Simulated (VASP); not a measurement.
A run of VASP 6.6.1 is set up as follows.

INCAR

```
SYSTEM = Sn2GeP2
ALGO = Normal
EDIFF = 1E-6
EDIFFG = -0.04
ENCUT = 600
GGA = PE
IBRION = 2
ISIF = 3
ISMEAR = 0
LASPH = .TRUE.
LCHARG = .FALSE.
LREAL = .FALSE.
LWAVE = .FALSE.
NELM = 80
NSW = 90
PREC = Accurate
SIGMA = 0.1
```

KPOINTS

```
k-points
0
G
  4 4 4
  0 0 0
```

The input POSCAR:

```
Sn2GeP2
1.0
   -2.8892614900      2.8892614900      3.9685426100
    2.8892614900     -2.8892614900      3.9685426100
    2.8892614900      2.8892614900     -3.9685426100
Sn Ge P
2 1 2
Direct
    0.8431557400      0.8431557400      0.0000000000
    0.1568442600      0.1568442600      0.0000000000
    0.7500000000      0.2500000000      0.5000000000
    0.1177999700      0.6177999700      0.5000000000
    0.3822000300      0.8822000300      0.5000000000
```

Potentials or basis: VASP PAW PBE potentials, release 64 (Sn_d, Ge_d, P).

Run with:

```bash
$ cat potpaw_PBE.64/Sn_d/POTCAR potpaw_PBE.64/Ge_d/POTCAR potpaw_PBE.64/P/POTCAR > POTCAR
$ mpirun -np 1 vasp_std > vasp.out
```

(1) Estimate the space group after relaxing (to 0.1 Å).

(2) Predict the band gap on the k mesh.

## Answers

(1) I4/mmm (No. 139).

(2) zero (bands 26 and 27 overlap by 2.34 eV).

Caveat: spin-orbit coupling is left out, which moves the levels of the heavy elements.
